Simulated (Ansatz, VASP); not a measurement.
Two plane-wave programs on Cu

INCAR

```
PREC = Accurate
ENCUT = 520
EDIFF = 1E-7
ISMEAR = 0
SIGMA = 0.15
LREAL = F
LASPH = T
NELM = 60
ALGO = Fast
ISIF = 2
LWAVE = F
LCHARG = F
GGA = PS
NBANDS = 12
```

KPOINTS

```
regular mesh
0
Gamma
  22 22 22
```

POSCAR

```
Cu
1.0
    0.0000000000      1.9430625000      1.8075000000
    1.6719375000      0.0000000000      1.8075000000
    1.6719375000      1.9430625000      0.0000000000
Cu
1
Direct
    0.0000000000      0.0000000000      0.0000000000
```

Input for Ansatz:

```yaml
crystal:
  lattice:
    - [0.0, 1.9430625, 1.8075]
    - [1.6719375, 0.0, 1.8075]
    - [1.6719375, 1.9430625, 0.0]
  atoms:
    - { symbol: Cu, position: [0.0, 0.0, 0.0] }
basis:
  ecutwfc: 420
kpoints:
  mp_grid: { grid: [22, 22, 22] }
hamiltonian:
  xc: pbesol
scf:
  occupations: { method: gaussian, width: 0.15 }
output:
  forces: true
  stress: true
  eigenvalues: true
```

Change from the starting cell: strain -0.0750 x Voigt [1, -1, 0, 0, 0, 0], atoms carried along.

Alike in both runs: task single point; functional PBEsol; k mesh 22 × 22 × 22; occupations gaussian, width 0.15 eV; no spin polarisation.

```csv
,VASP,Ansatz
version,VASP 6.6.1,Ansatz 0.2.0
potentials or method,"VASP PAW PBE potentials, release 64 (Cu), cutoff 520 eV","scalar-relativistic, plane waves, PAW"
valence electrons in the cell,11,19
```

|  | VASP | Ansatz | Ansatz less VASP |
| --- | --- | --- | --- |
| gap on the k mesh at the Fermi level (eV) | none | none | - |
| pressure (GPa) | -4.3 | -5.1 | -0.83 |
| traceless stress, the component that is largest in VASP (GPa) | -5.24 | -5.25 | -0.010 |

VASP's potentials were made for PBE, not for PBEsol. A gap of «none» marks a metal or a gap that the smearing closes. VASP's potentials hold 11 valence electrons a cell and Ansatz's 19, so a difference there can come from the potentials and not from the codes.
